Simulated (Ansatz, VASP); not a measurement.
# Two plane-wave programs on Ag

```xyz
2
Lattice="2.9300 0.0000 0.0000 -1.4650 2.5375 0.0000 0.0000 0.0000 4.7900" Properties=species:S:1:pos:R:3 pbc="T T T"
Ag    0.0000    1.6916    1.1975
Ag    1.4650    0.8458    3.5925
```

Alike in both runs: task electric field gradients; functional PBE; k mesh 6 × 6 × 4; occupations fermi-dirac, width 0.03 eV; no spin polarisation.

|  | VASP | Ansatz |
| --- | --- | --- |
| version | VASP 6.6.1 | Ansatz 0.2.0 |
| potentials or method | VASP PAW PBE potentials, release 64 (Ag) | PAW with Ansatz's default frozen-core files, scalar-relativistic |
| plane-wave cutoff (eV) | 520 | 420 |
| valence electrons in the cell | 22 | 38 |

```csv
,VASP,Ansatz,Ansatz less VASP
pressure (GPa),0.9,1.0,+0.13
"traceless stress, the component that is largest in VASP (GPa)",-1.93,-1.93,+0.005
size of Vzz on the site where it differs most (V/Å²),8.8,9.6,+0.79
```

VASP's potentials hold 22 valence electrons a cell and Ansatz's 38, so a difference there can come from the potentials and not from the codes.

The k mesh is coarse, so the values compare programs but aren't converged.
